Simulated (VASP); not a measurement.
# Ni3Ge (Pm-3m) in VASP: further runs

Runs on Ni3Ge. Level: r2SCAN. Tasks: single point.

Everything below comes from runs of VASP 6.6.1. Logs are shortened: lines on timing, memory, paths and dates and some standing lists are left out, and cuts for length are marked.

**1. The cell of the first run**

It takes space group Pm-3m (No. 221, cubic). Conventional cell: a = 3.530 Å, b = 3.530 Å, c = 3.530 Å, α = 90.00°, β = 90.00°, γ = 90.00°. Within 3.3 Å of Ni (site symmetry 4/mmm) lie 8 Ni at 2.50 Å and 4 Ge at 2.50 Å. Ge (site symmetry m-3m) has 12 Ni at 2.50 Å within 3.3 Å.

**2. Single point, r2SCAN**

POSCAR

```
Ni3Ge
1.0
    3.5303341067      0.0000000000      0.0000000000
    0.0000000000      3.5303341067      0.0000000000
    0.0000000000      0.0000000000      3.5303341067
Ni Ge
3 1
Direct
    0.5000000000      0.0000000000      0.5000000000
    0.0000000000      0.5000000000      0.5000000000
    0.5000000000      0.5000000000      0.0000000000
    0.0000000000      0.0000000000      0.0000000000
```

INCAR.step1

```
SYSTEM = Ni3Ge
PREC = Accurate
ENCUT = 520
ISMEAR = 1
SIGMA = 0.5
LREAL = .False.
LASPH = .True.
NELM = 80
NBANDS = 30
GGA = PE
ALGO = Normal
EDIFF = 1E-4
LWAVE = .True.
LCHARG = .False.
```

INCAR.step2

```
SYSTEM = Ni3Ge
PREC = Accurate
ENCUT = 520
EDIFF = 1E-6
ISMEAR = 1
SIGMA = 0.5
LREAL = .False.
LASPH = .True.
NELM = 80
ALGO = Normal
ISIF = 2
LWAVE = .False.
LCHARG = .False.
METAGGA = R2SCAN
LMIXTAU = .True.
NBANDS = 30
ISTART = 1
```

KPOINTS

```
regular mesh
0
Gamma
  12 12 12
  0 0 0
```

Potentials or basis: VASP PAW PBE potentials, release 64 (Ni, Ge_d).

Started as:

```bash
> cat potpaw_PBE.64/Ni/POTCAR potpaw_PBE.64/Ge_d/POTCAR > POTCAR
> cp INCAR.step1 INCAR
> mpirun -np 1 vasp_std > vasp.out
> cp INCAR.step2 INCAR
> mpirun -np 1 vasp_std > vasp.out
```

OUTCAR:

```text
SYSTEM = Ni3Ge
   PREC = Accurate
   ENCUT = 520
   EDIFF = 1E-6
   ISMEAR = 1
   LREAL = .False.
   LASPH = .True.
   NELM = 80
   ISIF = 2
   METAGGA = R2SCAN
   ISTART = 1

 ion  position               nearest neighbor table
   1  0.500  0.000  0.500-   2 2.50   3 2.50   4 2.50   3 2.50   4 2.50   2 2.50   3 2.50   3 2.50
                             2 2.50   4 2.50   4 2.50   2 2.50
   2  0.000  0.500  0.500-   1 2.50   3 2.50   4 2.50   3 2.50   4 2.50   1 2.50   4 2.50   4 2.50
                             1 2.50   3 2.50   3 2.50   1 2.50
   3  0.500  0.500  0.000-   1 2.50   2 2.50   4 2.50   1 2.50   2 2.50   1 2.50   4 2.50   1 2.50
                             2 2.50   4 2.50   2 2.50   4 2.50
   4  0.000  0.000  0.000-   1 2.50   2 2.50   3 2.50   1 2.50   2 2.50   2 2.50   3 2.50   2 2.50
                             1 2.50   3 2.50   1 2.50   3 2.50

  LATTYP: Found a simple cubic cell.
 ALAT       =     3.5303341067

  Lattice vectors:

 A1 = (   3.5303341067,   0.0000000000,   0.0000000000)
 A2 = (   0.0000000000,   3.5303341067,   0.0000000000)
 A3 = (   0.0000000000,   0.0000000000,   3.5303341067)

Analysis of symmetry for initial positions (statically):
=====================================================================
 Subroutine PRICEL returns:
 Original cell was already a primitive cell.

 Routine SETGRP: Setting up the symmetry group for a
 simple cubic supercell.

 Subroutine GETGRP returns: Found 48 space group operations
 (whereof 48 operations were pure point group operations)
 out of a pool of 48 trial point group operations.

The static configuration has the point symmetry O_h .

Analysis of symmetry for dynamics (positions and initial velocities):
=====================================================================
 Subroutine PRICEL returns:
 Original cell was already a primitive cell.

 Routine SETGRP: Setting up the symmetry group for a
 simple cubic supercell.

 Subroutine GETGRP returns: Found 48 space group operations
 (whereof 48 operations were pure point group operations)
 out of a pool of 48 trial point group operations.

The dynamic configuration has the point symmetry O_h .

 Subroutine INISYM returns: Found 48 space group operations
 (whereof 48 operations are pure point group operations),
 and found     1 'primitive' translations

----------------------------------------------------------------------------------------

                                     Primitive cell

  volume of cell :      43.9995

  direct lattice vectors                    reciprocal lattice vectors
     3.530334107  0.000000000  0.000000000     0.283259309  0.000000000  0.000000000
     0.000000000  3.530334107  0.000000000     0.000000000  0.283259309  0.000000000
     0.000000000  0.000000000  3.530334107     0.000000000  0.000000000  0.283259309

  length of vectors
     3.530334107  3.530334107  3.530334107     0.283259309  0.283259309  0.283259309

  position of ions in fractional coordinates (direct lattice)
     0.500000000  0.000000000  0.500000000
     0.000000000  0.500000000  0.500000000
     0.500000000  0.500000000  0.000000000
     0.000000000  0.000000000  0.000000000

  ion indices of the primitive-cell ions
   primitive index   ion index
                 1           1
                 2           2
                 3           3
                 4           4

----------------------------------------------------------------------------------------

 KPOINTS: regular mesh

Automatic generation of k-mesh.
 Grid dimensions read from file:
 generate k-points for:   12   12   12

 Generating k-lattice:

  Cartesian coordinates                     Fractional coordinates (reciprocal lattice)
     0.023604942  0.000000000  0.000000000     0.083333333  0.000000000  0.000000000
     0.000000000  0.023604942  0.000000000     0.000000000  0.083333333  0.000000000
     0.000000000  0.000000000  0.023604942     0.000000000  0.000000000  0.083333333

  Length of vectors
     0.023604942  0.023604942  0.023604942

  Shift w.r.t. Gamma in fractional coordinates (k-lattice)
     0.000000000  0.000000000  0.000000000

 Subroutine IBZKPT returns following result:
 ===========================================

 Found     84 irreducible k-points:

 Following reciprocal coordinates:
            Coordinates               Weight
  0.000000  0.000000  0.000000      1.000000
  0.083333  0.000000  0.000000      6.000000
  0.166667  0.000000  0.000000      6.000000
  0.250000  0.000000  0.000000      6.000000
  0.333333  0.000000  0.000000      6.000000
  0.416667  0.000000  0.000000      6.000000
[... 16 lines left out ...]
  0.333333  0.333333  0.000000     12.000000
  0.416667  0.333333  0.000000     24.000000
 [... further k-points ...]
   k-points           NKPTS =     84   k-points in BZ     NKDIM =     84   number of bands    NBANDS=     30
   number of dos      NEDOS =    301   number of ions     NIONS =      4
   total plane-waves  NPLWV =  21952
   dimension x,y,z NGX =    28 NGY =   28 NGZ =   28
   dimension x,y,z NGXF=    56 NGYF=   56 NGZF=   56
   ions per type =               3   1
   NGX,Y,Z   is equivalent  to a cutoff of  13.19, 13.19, 13.19 a.u.
   NGXF,Y,Z  is equivalent  to a cutoff of  26.37, 26.37, 26.37 a.u.
 SYSTEM =  Ni3Ge
   PREC   = accura    normal or accurate (medium, high low for compatibility)
   ISTART =      1    job   : 0-new  1-cont  2-samecut
   ICHARG =      0    charge: 1-file 2-atom 10-const
   ISPIN  =      1    spin polarized calculation?
   LNONCOLLINEAR =      F non collinear calculations
   LSORBIT =      F    spin-orbit coupling
   LASPH  =      T    aspherical Exc in radial PAW
   ENCUT  =  520.0 eV  38.22 Ry    6.18 a.u.   6.56  6.56  6.56*2*pi/ulx,y,z
   NELM   =     80;   NELMIN=  2; NELMDL=  0     # of ELM steps
   EDIFF  = 0.1E-05   stopping-criterion for ELM
   LREAL  =      F    real-space projection
   EDIFFG = 0.1E-04   stopping-criterion for IOM
   NSW    =      0    number of steps for IOM
   IBRION =     -1    ionic relax: 0-MD 1-quasi-New 2-CG
   NFREE  =      0    steps in history (QN), initial steepest desc. (CG)
   ISIF   =      2    stress and relaxation
   ISYM   =      2    0-nonsym 1-usesym 2-fastsym
   POTIM  = 0.5000    time-step for ionic-motion
   TEBEG  =    0.0;   TEEND  =   0.0 temperature during run
   PSTRESS=    0.0 pullay stress
   NELECT =      44.0000    total number of electrons
   NUPDOWN=      -1.0000    fix difference up-down
   EMIN   =  10.00;   EMAX   =-10.00  energy-range for DOS
   EFERMI =   0.00;   METHOD = LEGACY
   ISMEAR =     1;   SIGMA  =   0.50  broadening in eV -4-tet -1-fermi 0-gaus
   EFERMI_NEDOS =   21; number of points for ismear=-14 and -15
   IALGO  =     38    algorithm
   IMIX   =      4    mixing-type and parameters
     AMIX     =   0.40;   BMIX     =  1.00
     AMIX_MAG =   1.60;   BMIX_MAG =  1.00
  volume/ion in A,a.u.               =      11.00        74.23
  Fermi-wavevector in a.u.,A,eV,Ry     =   1.637105  3.093680 36.465156  2.680113
  Thomas-Fermi vector in A             =   2.728300
   LORBIT       =      0    0 simple, 1 ext, 2 COOP (PROOUT), +10 PAW based schemes
   METAGGA = R2SCAN    functional components
   LHFCALC =     F    Hartree Fock is set to
   AEXX    =    0.0000 exact exchange contribution
   IVDW    =     0    specifies the selected vdW correction
   LEPSILON=     F    determine dielectric tensor
   LRPA    =     F    only Hartree local field effects (RPA)
 non-spin polarized calculation
 Methfessel and Paxton  Order N= 1 SIGMA  =   0.50
  energy-cutoff  :      520.00
  volume of cell :       44.00
 maximum number of plane-waves:      1213
 NGX is ok and might be reduce to    28
   NGX = 13   NGY = 13   NGZ = 13

 number of electron      43.9999971 magnetization

 Free energy of the ion-electron system (eV)
  ---------------------------------------------------
  ext. energy  EPLUGINS =         0.00000000
  ---------------------------------------------------
  free energy    TOTEN  =       -50.72407062 eV

  energy without entropy =      -50.80376743  energy(sigma->0) =      -50.75063622

 E-fermi :  10.2186     XC(G=0): -14.7537

 val. band max:       10.2097701994   @ k =   0.5000   0.0000   0.0000
 cond. band min:      10.2242494242   @ k =   0.5000   0.4167   0.3333
 fundamental gap:      0.0144792247
 Fermi energy:        10.2186387344

 k-point     1 :       0.0000    0.0000    0.0000
  band No.  band energies     occupation
      1     -15.2487      2.00000
      2     -15.2487      2.00000
      3     -15.2340      2.00000
      4     -15.2340      2.00000
      5     -15.2340      2.00000
      6      -2.8911      2.00000
[... 22 lines left out ...]
     29      21.3287      0.00000
     30      21.3287      0.00000

 k-point     2 :       0.0833    0.0000    0.0000
  band No.  band energies     occupation
      1     -15.2484      2.00000
      2     -15.2468      2.00000
      3     -15.2340      2.00000
      4     -15.2340      2.00000
      5     -15.2339      2.00000
      6      -2.8088      2.00000
[... 22 lines left out ...]
     29      21.1212      0.00000
     30      21.1212      0.00000

 k-point     3 :       0.1667    0.0000    0.0000
  band No.  band energies     occupation
      1     -15.2476      2.00000
      2     -15.2417      2.00000
      3     -15.2341      2.00000
      4     -15.2341      2.00000
      5     -15.2336      2.00000
      6      -2.5659      2.00000
[... 22 lines left out ...]
     29      20.3544      0.00000
     30      20.5144      0.00000

 k-point     4 :       0.2500    0.0000    0.0000
  band No.  band energies     occupation
      1     -15.2464      2.00000
      2     -15.2346      2.00000
      3     -15.2343      2.00000
      4     -15.2343      2.00000
      5     -15.2333      2.00000
      6      -2.1770      2.00000
[... 616 lines left out ...]
     29      21.2169      0.00000
     30      21.8527      0.00000

 k-point    23 :       0.3333    0.3333    0.0000
  band No.  band energies     occupation
      1     -15.2422      2.00000
      2     -15.2350      2.00000
      3     -15.2340      2.00000
      4     -15.2337      2.00000
      5     -15.2156      2.00000
      6      -0.6158      2.00000
[... 22 lines left out ...]
     29      20.7849      0.00000
     30      21.3470      0.00000

 k-point    24 :       0.4167    0.3333    0.0000
  band No.  band energies     occupation
      1     -15.2439      2.00000
      2     -15.2341      2.00000
      3     -15.2339      2.00000
      4     -15.2337      2.00000
      5     -15.2114      2.00000
      6      -0.2017      2.00000
[... 22 lines left out ...]
     29      20.5401      0.00000
     30      21.7032      0.00000

 [... further k-points ...]
[... 5 lines left out ...]
  --------------------------------------------------------------------------------------
  -------------------------------------------------------------------------------------
  Total        0.1213614      0.1213614      0.1213614      0.0000000      0.0000000     -0.0000000
  in kB        4.4192000      4.4192000      4.4192000      0.0000000      0.0000000     -0.0000000
  external PRESSURE =       4.4192000 kB  Pullay stress =       0.0000000 kB

 VOLUME and BASIS-vectors are now :
 -----------------------------------------------------------------------------
  energy-cutoff  :      520.00
  volume of cell :       44.00
      direct lattice vectors                 reciprocal lattice vectors
     3.530334107  0.000000000  0.000000000     0.283259309  0.000000000  0.000000000
     0.000000000  3.530334107  0.000000000     0.000000000  0.283259309  0.000000000
     0.000000000  0.000000000  3.530334107     0.000000000  0.000000000  0.283259309

 POSITION                                       TOTAL-FORCE (eV/Angst)
 -----------------------------------------------------------------------------------
      1.76517      0.00000      1.76517         0.000000      0.000000      0.000000
      0.00000      1.76517      1.76517         0.000000      0.000000      0.000000
      1.76517      1.76517      0.00000         0.000000      0.000000      0.000000
      0.00000      0.00000      0.00000         0.000000      0.000000      0.000000
 -----------------------------------------------------------------------------------
    total drift:                                0.000000      0.000000      0.000000

  FREE ENERGIE OF THE ION-ELECTRON SYSTEM (eV)
  ---------------------------------------------------
  free  energy   TOTEN  =       -50.7240706167 eV

  energy  without entropy=      -50.8037674296  energy(sigma->0) =      -50.75063622
```

Wall time 2.5 min (1 thread of Intel Xeon 6975P-C (Granite Rapids), shared host); peak memory 0.23 GiB.

Results:

* Free energy: -50.7241 eV
* Pressure: 0.4 GPa
* Band gap on the k mesh: zero (band 22 reaches 10.21 eV, above the bottom of band 23 at 9.95 eV)

Levels at points of the mesh, in eV from the Fermi level:
```tsv
k point	band 18	band 19	band 20	band 21	band 22	band 23	band 24	band 25	band 26	band 27
(0.00, 0.00, 0.00)	-1.08	-0.76	-0.76	-0.41	-0.01	-0.01	-0.01	4.25	7.13	7.13
(0.50, 0.00, 0.00)	-1.37	-1.37	-1.27	-0.70	-0.01	3.70	3.70	5.14	5.99	5.99
(0.50, 0.50, 0.00)	-1.57	-1.35	-1.21	-1.02	-0.98	0.58	0.58	5.86	6.89	8.98
(0.50, 0.50, 0.50)	-1.52	-1.27	-1.27	-0.60	-0.27	-0.27	-0.27	0.73	4.40	4.40
```

Caveat: the PAW data sets were made with another functional, which shifts forces and pressure a little. Spin polarisation is off, so any magnetic state and its effect on volume and gap are missing.

**3. Single point, r2SCAN**

POSCAR is that of step 2.

INCAR.step1

```
SYSTEM = Ni3Ge
  PREC = Accurate
  ENCUT = 520
  ISMEAR = 1
  SIGMA = 0.01
  LREAL = .False.
  LASPH = .True.
  NELM = 60
  NBANDS = 30
  GGA = PE
  ALGO = Normal
  EDIFF = 1E-4
  LWAVE = .True.
  LCHARG = .False.
```

INCAR.step2

```
SYSTEM = Ni3Ge
  PREC = Accurate
  ENCUT = 520
  EDIFF = 1E-6
  ISMEAR = 1
  SIGMA = 0.01
  LREAL = .False.
  LASPH = .True.
  NELM = 60
  ALGO = Normal
  ISIF = 2
  LWAVE = .False.
  LCHARG = .True.
  METAGGA = R2SCAN
  LMIXTAU = .True.
  LELF = .True.
  LVHAR = .True.
  NBANDS = 30
  ISTART = 1
```

KPOINTS

```
Automatic mesh
0
Gamma
  12 12 12
  0 0 0
```

Potentials or basis: VASP PAW PBE potentials, release 64 (Ni, Ge_d).

Started as:

```bash
> cat potpaw_PBE.64/Ni/POTCAR potpaw_PBE.64/Ge_d/POTCAR > POTCAR
> cp INCAR.step1 INCAR
> mpirun -np 1 vasp_std > vasp.out
> cp INCAR.step2 INCAR
> mpirun -np 1 vasp_std > vasp.out
```

Wall time 2.7 min (1 thread of Intel Xeon 6975P-C (Granite Rapids), shared host); peak memory 0.23 GiB.

Results (log left out):

- Free energy: -50.7453 eV
- Pressure: 0.8 GPa
- Band gap on the k mesh: zero (band 22 reaches 10.22 eV, above the bottom of band 23 at 9.96 eV)

Levels at points of the mesh, in eV from the Fermi level:
| k point | band 18 | band 19 | band 20 | band 21 | band 22 | band 23 | band 24 | band 25 | band 26 | band 27 |
| --- | --- | --- | --- | --- | --- | --- | --- | --- | --- | --- |
| (0.00, 0.00, 0.00) | -1.02 | -0.67 | -0.67 | -0.34 | 0.06 | 0.06 | 0.06 | 4.32 | 7.19 | 7.19 |
| (0.50, 0.00, 0.00) | -1.30 | -1.30 | -1.20 | -0.62 | 0.06 | 3.76 | 3.76 | 5.20 | 6.05 | 6.05 |
| (0.50, 0.50, 0.00) | -1.49 | -1.27 | -1.14 | -0.96 | -0.91 | 0.65 | 0.65 | 5.92 | 6.95 | 9.04 |
| (0.50, 0.50, 0.50) | -1.43 | -1.20 | -1.20 | -0.53 | -0.20 | -0.20 | -0.20 | 0.80 | 4.47 | 4.47 |

Caveat: the PAW data sets were made with another functional, which shifts forces and pressure a little. Spin polarisation is off, so any magnetic state and its effect on volume and gap are missing.

**4. Single point, r2SCAN**

POSCAR is that of step 3.

INCAR.step1

```
  PREC = Accurate
  ENCUT = 520
  ISMEAR = 1
  SIGMA = 0.02
  LREAL = F
  LASPH = T
  NELM = 60
  NBANDS = 30
  GGA = PE
  ALGO = Normal
  EDIFF = 1E-4
  LWAVE = T
  LCHARG = F
```

INCAR.step2

```
  PREC = Accurate
  ENCUT = 520
  EDIFF = 1E-6
  ISMEAR = 1
  SIGMA = 0.02
  LREAL = F
  LASPH = T
  NELM = 60
  ALGO = Normal
  ISIF = 2
  LWAVE = F
  LCHARG = F
  METAGGA = R2SCAN
  LMIXTAU = T
  NBANDS = 30
  ISTART = 1
```

KPOINTS

```
regular mesh
0
Gamma
  12 12 12
```

Started as:

```bash
> cat potpaw_PBE.64/Ni/POTCAR potpaw_PBE.64/Ge_d/POTCAR > POTCAR
> cp INCAR.step1 INCAR
> mpirun -np 1 vasp_std > vasp.out
> cp INCAR.step2 INCAR
> mpirun -np 1 vasp_std > vasp.out
```

Wall time 2.8 min (1 thread of Intel Xeon 6975P-C (Granite Rapids), shared host); peak memory 0.23 GiB.

Results (log left out):

```yaml
Free_energy: -50.7453 eV
Pressure: 0.8 GPa
Band_gap_on_the_k_mesh: zero (band 22 reaches 10.22 eV, above the bottom of band 23 at 9.96 eV)
```

Levels at points of the mesh, in eV from the Fermi level:
```
           k point  band 19  band 20  band 21  band 22  band 23  band 24  band 25  band 26
(0.00, 0.00, 0.00)    -0.68    -0.68    -0.34     0.06     0.06     0.06     4.31     7.19
(0.50, 0.00, 0.00)    -1.31    -1.20    -0.62     0.06     3.76     3.76     5.20     6.05
(0.50, 0.50, 0.00)    -1.27    -1.14    -0.96    -0.92     0.64     0.64     5.92     6.94
(0.50, 0.50, 0.50)    -1.20    -1.20    -0.53    -0.20    -0.20    -0.20     0.80     4.46
```

Caveat: the PAW data sets were made with another functional, which shifts forces and pressure a little.

**5. Overview**

```csv
smearing,gap on the mesh (eV),pressure (GPa)
methfessel-paxton 0.5 eV,none,0.4
methfessel-paxton 0.01 eV,none,0.8
methfessel-paxton 0.02 eV,none,0.8
```

Alike in all rows: task single point; level r2SCAN; potentials or basis VASP PAW PBE potentials, release 64 (Ni, Ge_d); no spin polarisation; cell as given; k mesh 12 × 12 × 12; cutoff (eV) 520.

Every run on the cell as given and a fine mesh finds a metal.

Caveats: the PAW data sets were made with another functional, which shifts forces and pressure a little.

Total energies depend on the potentials used, so only differences within one code and one set of settings carry meaning.
